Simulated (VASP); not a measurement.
Runs of VASP 6.6.1 on BAs. The structure is that of space group F-43m (No. 216), or close to it. The cells are those of the table. 

```tsv
task	level	potentials or basis	cell	cutoff (eV)	second run	gap on the mesh (eV)	pressure (GPa)	relaxed volume (Å³/atom)
relaxation of cell and atoms	PBE+D4	VASP PAW PBE potentials, release 64 (B, As)	relaxed from a = 3.378 Å, angles 60.0°, 2 atoms	600	-	(a)	0.0	13.53
single point	RPBE	VASP PAW PBE potentials, release 64 (B, As)	a = 3.423 Å, angles 60.0°, 2 atoms	520	-	1.26	0.5	-
relaxation of cell and atoms	RPBE	VASP PAW PBE potentials, release 64 (B, As)	relaxed from a = 3.378 Å, angles 60.0°, 2 atoms	600	-	1.27	0.0	14.23
single point	r2SCAN	VASP PAW PBE potentials, release 64 (B, As)	a = 3.383 Å, angles 60.0°, 2 atoms	520	-	(b)	0.2	-
single point	LDA	VASP PAW LDA potentials, release 64 (B, As_d)	a = 3.346 Å, angles 60.0°, 2 atoms	600	valence_matched	1.12	1.1	-
```

Alike in all rows: no spin polarisation; k mesh 8 × 8 × 8; smearing gaussian 0.01 eV.

Task: Estimate the missing entries.

Result: (a) 1.18; (b) 1.39.

Caveats: the PAW data sets were made with another functional, which shifts forces and pressure a little (some runs).

A k mesh can miss the band edges, and the runs leave out spin-orbit coupling on As.

The runs don't all hold the same shells in valence.
